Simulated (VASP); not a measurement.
A run of VASP 6.6.1 is set up as follows.

File INCAR:

```
PREC     = Accurate       # precision mode
ENCUT    = 520            # plane-wave cutoff, eV
EDIFF    = 1E-7           # SCF threshold, eV
ISMEAR   = -1             # smearing method
SIGMA    = 0.15           # smearing width, eV
LREAL    = Auto         
LASPH    = True           # aspherical terms in the spheres
NELM     = 80             # most SCF steps
ALGO     = Normal         # electronic algorithm
ISIF     = 2              # what is computed and relaxed
LWAVE    = False          # write WAVECAR
LCHARG   = False          # write CHGCAR
GGA      = PE             # functional
NBANDS   = 88             # bands
```

Contents of KPOINTS:

```
Automatic mesh
0
Gamma
  3 3 1
```

The input POSCAR:

```
W8C9
1.0
    5.7490600000      0.0000000000      0.0000000000
    0.0000000000      5.6331800000      0.0000000000
    0.0000000000      0.0000000000     15.1490270000
W C
8 9
Direct
    0.0000000000      0.0000000000      0.0660108402
    0.2378301844      0.0377584242      0.2280938571
    0.0000000000      0.5000017752      0.0660108402
    0.2679916369      0.5314937566      0.2246150858
    0.4999947818      0.0000000000      0.0660108402
    0.7265883466     -0.0013491491      0.2294932869
    0.4999947818      0.5000017752      0.0660108402
    0.7641771003      0.4882677280      0.2440882837
   -0.0143849603      0.2480836757      0.1736943237
    0.2458836749      0.2899605551      0.3242254437
    0.0062097108      0.7681096645      0.1780576403
    0.4350102452      0.9117585449      0.3510390469
    0.5131969400      0.2821674436      0.1765657953
    0.6725273349      0.2449060744      0.3223771401
    0.4875405719      0.7652160946      0.1665849562
    0.5922881306      0.7515470835      0.3237303624
    0.4528392468      0.1651465069      0.3526365093
```

Potentials or basis: VASP PAW PBE potentials, release 64 (W_sv, C).

Run with:

```console
$ cat potpaw_PBE.64/W_sv/POTCAR potpaw_PBE.64/C/POTCAR > POTCAR
$ mpirun -np 1 vasp_std > vasp.out
```

**Question.** What does it give for the band gap on the k mesh?

**Answer.** Zero (bands 74 and 75 overlap by 0.15 eV).

**Question.** Predict the largest force.

**Answer.** 3.872 eV/Å.

Forces on the atoms (eV/Å):
```
W   -0.219  0.286  0.263
W    0.758 -1.964  0.272
W    0.076  0.257  0.966
W   -1.909 -0.418  1.668
W   -0.066  1.066 -0.960
W    1.811 -0.805 -0.931
W    0.161  0.173 -0.803
W   -0.635  3.555 -1.396
C    0.638  0.987 -1.267
C    0.871  0.470  1.084
C   -0.576 -0.173 -0.575
C    0.292 -1.661 -1.159
C   -0.831 -1.233 -1.871
C   -0.241 -0.150  3.504
C    0.712  0.513 -0.289
C    0.187 -2.043  0.723
C   -1.030  1.141  0.771
```

Caveat: the k points lie up to 0.37 Å⁻¹ apart; the atoms stand as in a frame of molecular dynamics; there is no dipole correction, which matters where the two faces differ; spin-orbit coupling is left out, which moves the levels of the heavy elements.
